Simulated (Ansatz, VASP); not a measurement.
## AlN in VASP and in Ansatz

Contents of POSCAR:

```
AlN
1.0
    0.0000000000      2.1101212991      2.1101212991
    2.1101212991      0.0000000000      2.1101212991
    2.1101212991      2.1101212991      0.0000000000
Al N
1 1
Direct
    0.0000000000      0.0000000000      0.0000000000
    0.5000000000      0.5000000000      0.5000000000
```

INCAR.step1

```
SYSTEM = AlN
PREC = Accurate
ENCUT = 520
EDIFF = 1E-5
ISMEAR = 0
SIGMA = 0.01
LREAL = .False.
LASPH = .True.
NELM = 100
ALGO = Normal
ISIF = 2
LWAVE = .True.
LCHARG = .False.
GGA = PE
NBANDS = 11
```

Contents of INCAR.step2:

```
SYSTEM = AlN
PREC = Accurate
ENCUT = 520
EDIFF = 1E-6
ISMEAR = 0
SIGMA = 0.01
LREAL = .False.
LASPH = .True.
NELM = 100
ALGO = Normal
ISIF = 2
LWAVE = .False.
LCHARG = .False.
GGA = PE
LHFCALC = .True.
HFSCREEN = 0.2079
PRECFOCK = Normal
ISTART = 1
NBANDS = 11
```

The input KPOINTS:

```
regular mesh
0
Gamma
  8 8 8
  0 0 0
```

Input for Ansatz:

```yaml
crystal:
  lattice:
    - [0.0, 2.1101212991, 2.1101212991]
    - [2.1101212991, 0.0, 2.1101212991]
    - [2.1101212991, 2.1101212991, 0.0]
  atoms:
    - { symbol: Al, position: [0.0, 0.0, 0.0] }
    - { symbol: "N", position: [0.5, 0.5, 0.5] }
kpoints:
  mp_grid: { grid: [8, 8, 8] }
  band_path:
    path:
      - [0.0, 0.0, 0.0]
      - [0.5, 0.0, 0.5]
      - [0.625, 0.25, 0.625]
      - [0.375, 0.375, 0.75]
      - [0.5, 0.5, 0.5]
      - [0.5, 0.25, 0.75]
    npoints: 1
hamiltonian:
  xc: hse06
scf:
  occupations: { method: fixed }
  n_extra_bands: 4
output:
  forces: true
  stress: true
  eigenvalues: true
```

Change from the starting cell: hydrostatic strain +4.5%.

Alike in both runs: task single point; functional HSE06; k mesh 8 × 8 × 8; no spin polarisation.

|  | VASP | Ansatz |
| --- | --- | --- |
| version | VASP 6.6.1 | Ansatz 0.2.0 |
| potentials or method | VASP PAW PBE potentials, release 64 (Al, N) | plane waves, PAW |
| plane-wave cutoff (eV) | 520 | 420 |
| occupations | gaussian, width 0.01 eV | fixed |
| valence electrons in the cell | 8 | 8 |

```csv
,VASP,Ansatz,Ansatz less VASP
gap on the k mesh at the Fermi level (eV),4.68,4.74,+0.062
pressure (GPa),-29.5,-29.5,-0.07
```

Both programs put the cell under strong tension, so it lies far from rest at this level. Ansatz's warnings: stress exchange threshold loose, stress scf threshold loose.
